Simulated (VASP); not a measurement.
# Al20O in VASP: notebook

Runs on Al20O. Level: LDA. Tasks: single point.

All numbers are computed with VASP 6.6.1; they aren't measurements. Logs are shortened: lines on timing, memory, paths and dates and some standing lists are left out, and cuts for length are marked.

## 1. The cell of the first run

The cell holds a slab with vacuum, 21 atoms: a = 8.100 Å, b = 5.728 Å, c = 16.728 Å, α = 90.00°, β = 90.00°, γ = 90.00°.

## 2. Single point, LDA

INCAR reads:

```
SYSTEM = Al20O
ALGO = Normal
EDIFF = 1E-7
ENCUT = 520
ISIF = 2
ISMEAR = 0
LASPH = .True.
LCHARG = .False.
LREAL = Auto
LWAVE = .False.
NBANDS = 49
NELM = 80
PREC = Accurate
SIGMA = 0.1
```

KPOINTS reads:

```
k-points
0
Gamma
  3 4 1
  0 0 0
```

POSCAR reads:

```
Al20O
1.0
    8.1000000000      0.0000000000      0.0000000000
    0.0000000000      5.7275650000      0.0000000000
    0.0000000000      0.0000000000     16.7275650000
Al O
20 1
Direct
    0.0000000000      0.0000000000      0.0597816239
    0.5000000000      0.0000000000      0.0597816239
    0.0000000000      0.5000000873      0.0597816239
    0.5000000000      0.5000000873      0.0597816239
    0.2500000000      0.2499999564      0.1453823076
    0.7500000000      0.2499999564      0.1453823076
    0.2500000000      0.7500000436      0.1453823076
    0.7500000000      0.7500000436      0.1453823076
   -0.0002704938      0.0089072756      0.2232741586
    0.5017887654     -0.0063129794      0.2271756230
    0.0051654321      0.5053208475      0.2255067011
    0.5022444444      0.4924005227      0.2227238095
    0.2556070370      0.2450533516      0.3133399272
    0.7488237037      0.2558193578      0.3043435192
    0.2653522222      0.7319663766      0.3108743562
    0.7545523457      0.7480281760      0.3081805391
   -0.0268719753      0.0185347526      0.3893784899
    0.5203971605     -0.0039171969      0.3881933802
   -0.0025764198      0.5109649563      0.3867011726
    0.5122475309      0.4935463849      0.3853292455
    0.1461601235      0.8288091012      0.3939196769
```

Potentials or basis: VASP PAW LDA potentials, release 64 (Al, O).

Command:

```bash
$ cat potpaw_LDA.64/Al/POTCAR potpaw_LDA.64/O/POTCAR > POTCAR
$ mpirun -np 1 vasp_std > vasp.out
```

OUTCAR:

```text
SYSTEM = Al20O
   EDIFF = 1E-7
   ENCUT = 520
   ISIF = 2
   ISMEAR = 0
   LASPH = .True.
   LREAL = Auto
   NELM = 80
   PREC = Accurate

 ion  position               nearest neighbor table
   1  0.000  0.000  0.060-   9 2.74   3 2.86   6 2.86   7 2.86   8 2.86   5 2.86   3 2.86
   2  0.500  0.000  0.060-  10 2.80   4 2.86   6 2.86   7 2.86   8 2.86   5 2.86   4 2.86
   3  0.000  0.500  0.060-  11 2.77   1 2.86   8 2.86   7 2.86   6 2.86   5 2.86   1 2.86
   4  0.500  0.500  0.060-  12 2.73   2 2.86   8 2.86   7 2.86   6 2.86   5 2.86   2 2.86
   5  0.250  0.250  0.145-   9 2.78  12 2.79  11 2.80  13 2.81  10 2.86   7 2.86   1 2.86   2 2.86
                             3 2.86   4 2.86   7 2.86
   6  0.750  0.250  0.145-  14 2.66  12 2.76   9 2.77  10 2.84   8 2.86   2 2.86   1 2.86   4 2.86
                             3 2.86   8 2.86  11 2.86
   7  0.250  0.750  0.145-  15 2.77  11 2.77  10 2.82   9 2.83  12 2.83   5 2.86   3 2.86   4 2.86
                             1 2.86   2 2.86   5 2.86
   8  0.750  0.750  0.145-  16 2.72  10 2.80  12 2.81   9 2.83  11 2.83   6 2.86   3 2.86   4 2.86
                             1 2.86   2 2.86   6 2.86
   9  1.000  0.009  0.223-   1 2.74   6 2.77   5 2.78  17 2.79  14 2.82   8 2.83   7 2.83  11 2.84
                            16 2.86  11 2.88  13 2.90  15 3.05
  10  0.502  0.994  0.227-  18 2.70   2 2.80   8 2.80  15 2.81  14 2.82   7 2.82  16 2.83   6 2.84
                            13 2.85  12 2.86   5 2.86  12 2.87
  11  0.005  0.505  0.226-  19 2.70   3 2.77   7 2.77   5 2.80  16 2.82   8 2.83   9 2.84  14 2.84
                            15 2.86   6 2.86   9 2.88  13 2.91
  12  0.502  0.492  0.223-  20 2.72   4 2.73   6 2.76  14 2.77  15 2.78   5 2.79   8 2.81   7 2.83
                            10 2.86  10 2.87  13 2.88  16 2.89
  13  0.256  0.245  0.313-  15 2.79  20 2.79   5 2.81  10 2.85  19 2.86  18 2.86  12 2.88   9 2.90
                            11 2.91  17 2.92  15 2.94
  14  0.749  0.256  0.304-   6 2.66  17 2.68  20 2.71  18 2.76  12 2.77  10 2.82  16 2.82   9 2.82
                            19 2.84  11 2.84  16 2.91
  15  0.265  0.732  0.311-  21 1.78  20 2.72   7 2.77  12 2.78  13 2.79  10 2.81  19 2.81  11 2.86
                            18 2.87  13 2.94   9 3.05  17 3.17
  16  0.755  0.748  0.308-  17 2.72  18 2.72   8 2.72  19 2.73  20 2.76  14 2.82  11 2.82  10 2.83
                             9 2.86  12 2.89  14 2.91
  17  0.973  0.019  0.389-  21 1.78  14 2.68  16 2.72   9 2.79  19 2.83  19 2.91  13 2.92  15 3.17

  18  0.520  0.996  0.388-  10 2.70  16 2.72  14 2.76  20 2.85  13 2.86  15 2.87  20 2.88
  19  0.997  0.511  0.387-  21 2.19  11 2.70  16 2.73  15 2.81  17 2.83  14 2.84  13 2.86  17 2.91

  20  0.512  0.494  0.385-  14 2.71  12 2.72  15 2.72  16 2.76  13 2.79  18 2.85  18 2.88
  21  0.146  0.829  0.394-  17 1.78  15 1.78  19 2.19

  LATTYP: Found a simple orthorhombic cell.
 ALAT       =     5.7275650000
 B/A-ratio  =     1.4142135445
 C/A-ratio  =     2.9205369123

  Lattice vectors:

 A1 = (   0.0000000000,  -5.7275650000,   0.0000000000)
 A2 = (   8.1000000000,   0.0000000000,   0.0000000000)
 A3 = (   0.0000000000,   0.0000000000,  16.7275650000)

Analysis of symmetry for initial positions (statically):
=====================================================================
 Subroutine PRICEL returns:
 Original cell was already a primitive cell.

 Routine SETGRP: Setting up the symmetry group for a
 simple orthorhombic supercell.

 Subroutine GETGRP returns: Found  1 space group operations
 (whereof  1 operations were pure point group operations)
 out of a pool of  8 trial point group operations.

The static configuration has the point symmetry C_1 .

Analysis of symmetry for dynamics (positions and initial velocities):
=====================================================================
 Subroutine PRICEL returns:
 Original cell was already a primitive cell.

 Routine SETGRP: Setting up the symmetry group for a
 simple orthorhombic supercell.

 Subroutine GETGRP returns: Found  1 space group operations
 (whereof  1 operations were pure point group operations)
 out of a pool of  8 trial point group operations.

The dynamic configuration has the point symmetry C_1 .

 Subroutine INISYM returns: Found  1 space group operations
 (whereof  1 operations are pure point group operations),
 and found     1 'primitive' translations

----------------------------------------------------------------------------------------

                                     Primitive cell

  volume of cell :     776.0465

  direct lattice vectors                    reciprocal lattice vectors
     8.100000000  0.000000000  0.000000000     0.123456790  0.000000000  0.000000000
     0.000000000  5.727565000  0.000000000     0.000000000  0.174594265  0.000000000
     0.000000000  0.000000000 16.727565000     0.000000000  0.000000000  0.059781564

  length of vectors
     8.100000000  5.727565000 16.727565000     0.123456790  0.174594265  0.059781564

  position of ions in fractional coordinates (direct lattice)
     0.000000000  0.000000000  0.059781624
     0.500000000  0.000000000  0.059781624
     0.000000000  0.500000087  0.059781624
     0.500000000  0.500000087  0.059781624
     0.250000000  0.249999956  0.145382308
     0.750000000  0.249999956  0.145382308
[... 13 lines left out ...]
     0.512247531  0.493546385  0.385329246
     0.146160124  0.828809101  0.393919677

  ion indices of the primitive-cell ions
   primitive index   ion index
                 1           1
                 2           2
                 3           3
                 4           4
                 5           5
                 6           6
[... 13 lines left out ...]
                20          20
                21          21

----------------------------------------------------------------------------------------

 KPOINTS: k-points

Automatic generation of k-mesh.
 Grid dimensions read from file:
 generate k-points for:    3    4    1

 Generating k-lattice:

  Cartesian coordinates                     Fractional coordinates (reciprocal lattice)
     0.041152263  0.000000000  0.000000000     0.333333333  0.000000000  0.000000000
     0.000000000  0.043648566  0.000000000     0.000000000  0.250000000  0.000000000
     0.000000000  0.000000000  0.059781564     0.000000000  0.000000000  1.000000000

  Length of vectors
     0.041152263  0.043648566  0.059781564

  Shift w.r.t. Gamma in fractional coordinates (k-lattice)
     0.000000000  0.000000000  0.000000000

 Subroutine IBZKPT returns following result:
 ===========================================

 Found      7 irreducible k-points:

 Following reciprocal coordinates:
            Coordinates               Weight
  0.000000  0.000000  0.000000      1.000000
  0.333333  0.000000  0.000000      2.000000
  0.000000  0.250000  0.000000      2.000000
  0.333333  0.250000  0.000000      2.000000
 -0.333333  0.250000  0.000000      2.000000
  0.000000  0.500000  0.000000      1.000000
  0.333333  0.500000  0.000000      2.000000
   k-points           NKPTS =      7   k-points in BZ     NKDIM =      7   number of bands    NBANDS=     49
   number of dos      NEDOS =    301   number of ions     NIONS =     21
   total plane-waves  NPLWV = 362880
   dimension x,y,z NGX =    60 NGY =   48 NGZ =  126
   dimension x,y,z NGXF=   120 NGYF=   96 NGZF=  252
   ions per type =              20   1
   NGX,Y,Z   is equivalent  to a cutoff of  12.31, 13.93, 12.52 a.u.
   NGXF,Y,Z  is equivalent  to a cutoff of  24.63, 27.86, 25.04 a.u.
 SYSTEM =  Al20O
   PREC   = accura    normal or accurate (medium, high low for compatibility)
   ISTART =      0    job   : 0-new  1-cont  2-samecut
   ICHARG =      2    charge: 1-file 2-atom 10-const
   ISPIN  =      1    spin polarized calculation?
   LNONCOLLINEAR =      F non collinear calculations
   LSORBIT =      F    spin-orbit coupling
   LASPH  =      T    aspherical Exc in radial PAW
   ENCUT  =  520.0 eV  38.22 Ry    6.18 a.u.  15.06 10.65 31.10*2*pi/ulx,y,z
   NELM   =     80;   NELMIN=  2; NELMDL= -5     # of ELM steps
   EDIFF  = 0.1E-06   stopping-criterion for ELM
   LREAL  =      T    real-space projection
   EDIFFG = 0.1E-05   stopping-criterion for IOM
   NSW    =      0    number of steps for IOM
   IBRION =     -1    ionic relax: 0-MD 1-quasi-New 2-CG
   NFREE  =      0    steps in history (QN), initial steepest desc. (CG)
   ISIF   =      2    stress and relaxation
   ISYM   =      2    0-nonsym 1-usesym 2-fastsym
   POTIM  = 0.5000    time-step for ionic-motion
   TEBEG  =    0.0;   TEEND  =   0.0 temperature during run
   PSTRESS=    0.0 pullay stress
   NELECT =      66.0000    total number of electrons
   NUPDOWN=      -1.0000    fix difference up-down
   EMIN   =  10.00;   EMAX   =-10.00  energy-range for DOS
   EFERMI =   0.00;   METHOD = LEGACY
   ISMEAR =     0;   SIGMA  =   0.10  broadening in eV -4-tet -1-fermi 0-gaus
   EFERMI_NEDOS =   21; number of points for ismear=-14 and -15
   IALGO  =     38    algorithm
   IMIX   =      4    mixing-type and parameters
     AMIX     =   0.40;   BMIX     =  1.00
     AMIX_MAG =   1.60;   BMIX_MAG =  1.00
  volume/ion in A,a.u.               =      36.95       249.38
  Fermi-wavevector in a.u.,A,eV,Ry     =   0.719935  1.360481  7.051995  0.518307
  Thomas-Fermi vector in A             =   1.809259
   LORBIT       =      0    0 simple, 1 ext, 2 COOP (PROOUT), +10 PAW based schemes
   GGA     = CA    functional components
   LHFCALC =     F    Hartree Fock is set to
   AEXX    =    0.0000 exact exchange contribution
   IVDW    =     0    specifies the selected vdW correction
   LEPSILON=     F    determine dielectric tensor
   LRPA    =     F    only Hartree local field effects (RPA)
 non-spin polarized calculation
 Gauss-broadening in eV      SIGMA  =   0.10
  energy-cutoff  :      520.00
  volume of cell :      776.05
 maximum number of plane-waves:     20916
   NGX = 31   NGY = 21   NGZ = 63

 number of electron      66.0000004 magnetization

 Free energy of the ion-electron system (eV)
  ---------------------------------------------------
  ext. energy  EPLUGINS =         0.00000000
  ---------------------------------------------------
  free energy    TOTEN  =       -86.28691864 eV

  energy without entropy =      -86.25194991  energy(sigma->0) =      -86.26943428

 E-fermi :   1.0456     XC(G=0):  -5.6522

 val. band max:        0.9780590326   @ k =   0.0000   0.5000   0.0000
 cond. band min:       1.1060188238   @ k =   0.3333   0.5000   0.0000
 fundamental gap:      0.1279597911
 Fermi energy:         1.0455550478

 k-point     1 :       0.0000    0.0000    0.0000
  band No.  band energies     occupation
      1     -18.5759      2.00000
      2      -9.5773      2.00000
      3      -7.7354      2.00000
      4      -7.5951      2.00000
      5      -7.2505      2.00000
      6      -6.3835      2.00000
[... 37 lines left out ...]
     44       2.8948      0.00000
     45       3.1572      0.00000

 k-point     2 :       0.3333    0.0000    0.0000
  band No.  band energies     occupation
      1     -18.5759      2.00000
      2      -9.3535      2.00000
      3      -8.6168      2.00000
      4      -7.4777      2.00000
      5      -6.8437      2.00000
      6      -6.2223      2.00000
[... 232 lines left out ...]
 k-point     7 :       0.3333    0.5000    0.0000
  band No.  band energies     occupation
      1     -18.5729      2.00000
      2      -8.3608      2.00000
      3      -8.2067      2.00000
      4      -7.6403      2.00000
      5      -7.4998      2.00000
      6      -6.7542      2.00000
[... 37 lines left out ...]
     44       3.2706      0.00000
     45       3.3876      0.00000
 [bands above 45 left out]

------------------------ aborting loop because EDIFF is reached ----------------------------------------

  FORCE on cell =-STRESS in cart. coord.  units (eV):
  Direction    XX          YY          ZZ          XY          YZ          ZX
  --------------------------------------------------------------------------------------
  -------------------------------------------------------------------------------------
  Total       -4.3719106    -12.0157322     -0.9546720     -1.6637926     -1.4332898     -0.8319934
  in kB       -9.0259741    -24.8069318     -1.9709562     -3.4349625     -2.9590807     -1.7176816
  external PRESSURE =     -11.9346207 kB  Pullay stress =       0.0000000 kB

 VOLUME and BASIS-vectors are now :
 -----------------------------------------------------------------------------
  energy-cutoff  :      520.00
  volume of cell :      776.05
      direct lattice vectors                 reciprocal lattice vectors
     8.100000000  0.000000000  0.000000000     0.123456790  0.000000000  0.000000000
     0.000000000  5.727565000  0.000000000     0.000000000  0.174594265  0.000000000
     0.000000000  0.000000000 16.727565000     0.000000000  0.000000000  0.059781564

 POSITION                                       TOTAL-FORCE (eV/Angst)
 -----------------------------------------------------------------------------------
      0.00000      0.00000      1.00000         0.001321     -0.097483      0.246236
      4.05000      0.00000      1.00000         0.105163      0.069779      0.309598
      0.00000      2.86378      1.00000         0.021123      0.157233      0.354983
      4.05000      2.86378      1.00000         0.051167     -0.063117      0.150544
      2.02500      1.43189      2.43189         0.071266      0.026528     -0.113218
      6.07500      1.43189      2.43189        -0.066708     -0.062469     -0.505812
[... 13 lines left out ...]
      4.14921      2.82682      6.44562         0.022011      0.034869      0.033244
      1.18390      4.74706      6.58932        -0.530117     -1.190015      0.494234
 -----------------------------------------------------------------------------------
    total drift:                               -0.003717     -0.001989     -0.002147

  FREE ENERGIE OF THE ION-ELECTRON SYSTEM (eV)
  ---------------------------------------------------
  free  energy   TOTEN  =       -86.2869186436 eV

  energy  without entropy=      -86.2519499121  energy(sigma->0) =      -86.26943428
```

Wall time 5.9 min (1 thread of Intel Xeon Platinum 8488C (Sapphire Rapids), shared host); peak memory 0.61 GiB.

Results:

| Item | Value |
| --- | --- |
| Free energy | -86.2869 eV |
| Largest force | 1.393 eV/Å |
| Band gap on the k mesh | zero (bands 33 and 34 overlap by 0.30 eV) |

Forces in eV/Å, atoms in the order of the input:
```
Al   0.001 -0.097  0.246
Al   0.105  0.070  0.310
Al   0.021  0.157  0.355
Al   0.051 -0.063  0.151
Al   0.071  0.027 -0.113
Al  -0.067 -0.062 -0.506
Al  -0.128  0.076 -0.113
Al  -0.067  0.036 -0.334
Al   0.068  0.005  0.041
Al   0.037 -0.004 -0.029
Al   0.019  0.006 -0.039
Al   0.016  0.007 -0.020
Al   0.068  0.277 -0.266
Al  -0.021 -0.001 -0.002
Al   0.132  0.210 -0.108
Al  -0.025 -0.005  0.036
Al   0.079  0.260 -0.110
Al  -0.096  0.030  0.005
Al   0.243  0.227 -0.031
Al   0.022  0.035  0.033
O   -0.530 -1.190  0.494
```

Levels at points of the mesh, in eV from the Fermi level:
| k point | band 31 | band 32 | band 33 | band 34 | band 35 | band 36 |
| --- | --- | --- | --- | --- | --- | --- |
| (0.00, 0.00, 0.00) | -0.88 | -0.69 | -0.31 | 0.10 | 0.33 | 0.50 |
| (0.00, 0.50, 0.00) | -0.07 | 0.11 | 0.21 | 0.52 | 0.56 | 0.79 |

Caveat: there is no dipole correction, which matters where the two faces differ.

## 3. Single point, LDA

INCAR reads:

```
  PREC = Accurate
  ENCUT = 520
  EDIFF = 1E-6
  ISMEAR = 0
  SIGMA = 0.1
  LREAL = Auto
  LASPH = T
  NELM = 80
  ALGO = Normal
  ISIF = 2
  LWAVE = F
  LCHARG = F
  GGA = CA
  NBANDS = 49
```

KPOINTS reads:

```
regular mesh
0
Gamma
  3 4 1
```

POSCAR reads:

```
Al20O
1.0
    8.1000000000      0.0000000000      0.0000000000
    0.0000000000      5.7275650000      0.0000000000
    0.0000000000      0.0000000000     16.7275650000
Al O
20 1
Direct
    0.0000000000      0.0000000000      0.0597816239
    0.5000000000      0.0000000000      0.0597816239
    0.0000000000      0.5000000873      0.0597816239
    0.5000000000      0.5000000873      0.0597816239
    0.2500000000      0.2499999564      0.1453823076
    0.7500000000      0.2499999564      0.1453823076
    0.2500000000      0.7500000436      0.1453823076
    0.7500000000      0.7500000436      0.1453823076
   -0.0041630864      0.0060074395      0.2218857915
    0.4997202469     -0.0062611249      0.2276878912
    0.0041746914      0.5032206531      0.2266386052
    0.5015720988      0.4922931473      0.2233525920
    0.2515916049      0.2194232628      0.3212193167
    0.7510060494      0.2530892273      0.3045454613
    0.2590482716      0.7131047836      0.3134637946
    0.7561151852      0.7462806620      0.3066350661
   -0.0352912346     -0.0017331973      0.3931151366
    0.5268398765     -0.0077781745      0.3878641631
   -0.0186365432      0.4866371661      0.3877872243
    0.5110728395      0.4891497521      0.3844092670
    0.1795425926      0.9348754663      0.3797139632
```

Potentials or basis: VASP PAW LDA potentials, release 64 (Al, O).

Command:

```bash
$ cat potpaw_LDA.64/Al/POTCAR potpaw_LDA.64/O/POTCAR > POTCAR
$ mpirun -np 1 vasp_std > vasp.out
```

Wall time 6.2 min (1 thread of Intel Xeon Platinum 8488C (Sapphire Rapids), shared host); peak memory 0.62 GiB.

It converged, with:

| Item | Value |
| --- | --- |
| Free energy | -86.3694 eV |
| Largest force | 1.033 eV/Å |
| Band gap on the k mesh | zero (bands 33 and 34 overlap by 0.33 eV) |

Forces in eV/Å, atoms in the order of the input:
```
Al  -0.048 -0.029  0.127
Al   0.083  0.021  0.380
Al   0.002  0.067  0.376
Al   0.029  0.002  0.208
Al  -0.006 -0.102 -0.008
Al  -0.059 -0.123 -0.565
Al  -0.098  0.091 -0.076
Al  -0.084  0.046 -0.419
Al  -0.033 -0.033 -0.034
Al  -0.012 -0.002  0.009
Al   0.002 -0.024  0.031
Al   0.001 -0.007  0.014
Al  -0.026 -0.164  0.158
Al   0.044 -0.039  0.002
Al  -0.017 -0.169  0.018
Al   0.033 -0.026 -0.043
Al  -0.159 -0.147  0.120
Al   0.081 -0.034 -0.005
Al  -0.166 -0.177  0.044
Al   0.011 -0.036 -0.015
O    0.423  0.886 -0.322
```

Levels at points of the mesh, in eV from the Fermi level:
| k point | band 29 | band 30 | band 31 | band 32 | band 33 | band 34 | band 35 | band 36 | band 37 | band 38 |
| --- | --- | --- | --- | --- | --- | --- | --- | --- | --- | --- |
| (0.00, 0.00, 0.00) | -1.28 | -0.94 | -0.80 | -0.63 | -0.42 | -0.07 | 0.27 | 0.53 | 0.67 | 0.93 |
| (0.00, 0.50, 0.00) | -0.79 | -0.65 | -0.06 | 0.11 | 0.13 | 0.49 | 0.60 | 0.66 | 0.83 | 0.94 |

Caveat: there is no dipole correction, which matters where the two faces differ.

The gap in the log of VASP goes by the Fermi energy; the results here count the filled bands.